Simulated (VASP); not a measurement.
Set up this calculation in VASP 6.6.1, as the native input.

| Quantity | Value |
| --- | --- |
| Task | relaxation of cell and atoms |
| Functional | PBE |
| Potentials or basis | VASP PAW PBE potentials, release 64 (Sc_sv) |
| Cutoff | 500 eV |
| k mesh | 19 × 19 × 17 |
| Occupations | fermi-dirac, width 0.1 eV |
| Spin | no spin polarisation |
| Target pressure | 160 GPa |
| Dipole correction | no |
| Further INCAR settings | ALGO = Normal; EDIFF = 1e-07; IBRION = 2; EDIFFG = -0.005; NSW = 32; ISIF = 3 |

The structure of Sc lies in POSCAR:

```
Sc
1.0
    2.3122133755      0.0000000000      0.0000000000
   -1.1561066878      2.0024355222      0.0000000000
    0.0000000000      0.0000000000      2.1995795134
Sc
1
Direct
    0.0000000000      0.0000000000      0.0000000000
```

This isn't the form of Sc at room conditions, which is hcp.

The input as run:

INCAR

```
PREC = Accurate
ENCUT = 500
EDIFF = 1E-7
ISMEAR = -1
SIGMA = 0.1
LREAL = F
LASPH = T
NELM = 120
ALGO = Normal
ISIF = 3
LWAVE = F
LCHARG = F
GGA = PE
IBRION = 2
NSW = 32
EDIFFG = -0.005
PSTRESS = 1600.0
GGA_COMPAT = F
NELMIN = 4
```

KPOINTS

```
Automatic mesh
0
Gamma
  19 19 17
```

Potentials or basis: VASP PAW PBE potentials, release 64 (Sc_sv).

Run with:

```bash
$ cat potpaw_PBE.64/Sc_sv/POTCAR > POTCAR
$ mpirun -np 1 vasp_std > vasp.out
```

Results of the run:

```json
{
  "Relaxed volume": "10.30 Å³/atom",
  "Relaxed cell": "a = 2.319 Å, b = 2.319 Å, c = 2.212 Å, α = 90.00°, β = 90.00°, γ = 120.00°",
  "Space group after relaxing (to 0.1 Å)": "P6/mmm (No. 191)",
  "Energy change on relaxing (the run minimises the enthalpy)": "-118.7 meV/atom",
  "Ionic steps": "5",
  "Pressure after relaxing": "160.0 GPa",
  "Band gap on the k mesh": "zero (an odd number of electrons rules out a gap without spin polarisation)"
}
```

Caveat: the cell is relaxed towards a set pressure, so the run minimises the enthalpy, not the energy.

Run time: 86 s on 1 thread of Oxide Virtual Turin-like Processor, on a shared host, peak memory 0.11 GiB.
